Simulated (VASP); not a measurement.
Runs of VASP 6.6.1 on ZnS. The structure is that of space group P6_3mc (No. 186), or close to it. The cells are those of the table. 

```csv
task,cell,k mesh,cutoff (eV),smearing,gap on the mesh (eV),pressure (GPa)
relaxation of cell and atoms,"relaxed to 2 GPa from a = 3.806, b = 3.806, c = 6.247 Å, angles 90.0, 90.0, 120.0°, 4 atoms",6 × 6 × 4,600,gaussian 0.01 eV,(a),2.0
relaxation of cell and atoms,"relaxed to 15 GPa from a = 3.806, b = 3.806, c = 6.247 Å, angles 90.0, 90.0, 120.0°, 4 atoms",6 × 6 × 4,600,gaussian 0.01 eV,3.46,15.0
single point,"a = 3.806, b = 3.806, c = 6.247 Å, angles 90.0, 90.0, 120.0°, 4 atoms",12 × 12 × 6,520,fermi-dirac 0.05 eV,2.79,(b)
relaxation of cell and atoms,"relaxed to -2 GPa from a = 3.806, b = 3.806, c = 6.247 Å, angles 90.0, 90.0, 120.0°, 4 atoms",6 × 6 × 4,600,gaussian 0.01 eV,2.66,-2.0
```

Alike in all rows: level r2SCAN; potentials or basis VASP PAW PBE potentials, release 64 (Zn, S); no spin polarisation.

Q: Estimate the missing entries.

A: (a) 2.90; (b) 0.0.

Caveats: the PAW data sets were made with another functional, which shifts forces and pressure a little; the cell is relaxed towards a set pressure, so the run minimises the enthalpy, not the energy (at least some runs).

A k mesh can miss the band edges.
